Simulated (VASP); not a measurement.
Here is a VASP 6.6.1 calculation.

The input INCAR:

```
SYSTEM = Zr3SiW
PREC = Accurate
ENCUT = 520
EDIFF = 1E-7
ISMEAR = 0
SIGMA = 0.1
LREAL = .False.
LASPH = .True.
NELM = 100
ALGO = Normal
ISIF = 2
LWAVE = .False.
LCHARG = .False.
GGA = PE
NBANDS = 35
```

KPOINTS

```
Automatic mesh
0
Gamma
  4 4 4
  0 0 0
```

Contents of POSCAR:

```
Zr3SiW
1.0
    5.0013019602      0.0000000000      0.0000000000
    0.0000000000      5.0013019602      0.0000000000
    0.0000000000      0.0000000000      5.0013019602
Zr Si W
3 1 1
Direct
    0.0000000000      0.5000000000      0.5000000000
    0.5000000000      0.5000000000      0.0000000000
    0.5000000000      0.0000000000      0.5000000000
    0.0000000000      0.0000000000      0.0000000000
    0.5000000000      0.5000000000      0.5000000000
```

Potentials or basis: VASP PAW PBE potentials, release 64 (Zr_sv, Si, W_sv).

The run is started by

```bash
$ cat potpaw_PBE.64/Zr_sv/POTCAR potpaw_PBE.64/Si/POTCAR potpaw_PBE.64/W_sv/POTCAR > POTCAR
$ mpirun -np 1 vasp_std > vasp.out
```

(1) Predict the pressure.

(2) Predict the band gap on the k mesh.

Results:

(1) 0.4 GPa.

(2) zero (band 27 reaches 7.24 eV, above the bottom of band 28 at 6.30 eV).

Caveat: spin-orbit coupling is left out, which moves the levels of the heavy elements.
